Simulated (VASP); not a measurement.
CsH6, 7 atoms in the cell. The structure is hexagonal, space group P6/mmm (No. 191). The conventional cell has a = 5.573 Å, b = 5.573 Å, c = 6.103 Å, α = 90.00°, β = 90.00°, γ = 120.00°. Cs (site symmetry 6/mmm) has 24 H at 3.86 to 4.42 Å within 5.1 Å. Within 1.0 Å of H (site symmetry 2mm) lie 1 H at 0.76 Å. The cell was generated, and may not be a known phase.

* Program: VASP 6.6.1
* Task: relaxation of cell and atoms
* Functional: PBE
* Potentials or basis: VASP PAW PBE potentials, release 64 (Cs_sv, H_h)
* Cutoff: 910 eV
* k mesh: 9 × 9 × 6
* Occupations: gaussian, width 0.1 eV
* Spin: no spin polarisation
* Dipole correction: no
* Further INCAR settings: ALGO = Normal; EDIFF = 1e-07; IBRION = 2; EDIFFG = -0.01; NSW = 100; ISIF = 3

Potentials or basis: VASP PAW PBE potentials, release 64 (Cs_sv, H_h).

The run is started by

```bash
$ cat potpaw_PBE.64/Cs_sv/POTCAR potpaw_PBE.64/H_h/POTCAR > POTCAR
$ mpirun -np 1 vasp_std > vasp.out
```

Hardware: 1 thread of Intel(R) Xeon(R) 6975P-C (Granite Rapids), with other jobs on the host.

Question: Estimate the wall time of this run.

Answer: Run time: 5.3 min on 1 thread of Intel(R) Xeon(R) 6975P-C (Granite Rapids), with other jobs on the host, peak memory 0.61 GiB. Counts: scf iterations 50, k points 48, ion steps 6.
